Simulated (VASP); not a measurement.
Cu: electric field gradients with PBEsol

Crystal: Cu.

```
Cu
1.0
     0.00000    1.77060    1.77060
     1.77060    0.00000    1.77060
     1.77060    1.77060    0.00000
Cu
1
Direct
  0.00000 0.00000 0.00000
```

This cell differs from its parent crystal: volume scaled by 0.94.

```json
{
  "Program": "VASP 6.6.1",
  "Task": "electric field gradients",
  "Functional": "PBEsol",
  "Potentials or basis": "VASP PAW PBE potentials, release 64 (Cu)",
  "Cutoff": "520 eV",
  "k mesh": "17 × 17 × 17",
  "Occupations": "fermi-dirac, width 0.03 eV",
  "Spin": "no spin polarisation",
  "Dipole correction": "no",
  "Further INCAR settings": "ALGO = Normal; EDIFF = 1e-08; NBANDS = 12"
}
```

```
Pressure : 3.8 GPa
```

Levels at points of the mesh, in eV from the Fermi level:
| k point | band 3 | band 4 | band 5 | band 6 | band 7 | band 8 | band 9 | band 10 |
| --- | --- | --- | --- | --- | --- | --- | --- | --- |
| (0.00, 0.00, 0.00) | -3.33 | -3.33 | -2.42 | -2.42 | 22.98 | 26.08 | 26.08 | 26.08 |

It took 59 s on 1 thread of Intel Xeon 8259CL, with other jobs on the host, peak memory 0.14 GiB.

Caveat: without QUAD_EFG the Cq values of the log hold for a quadrupole moment of 1 mb, not for the nuclei; the PAW data sets were made with another functional, which shifts forces and pressure a little.
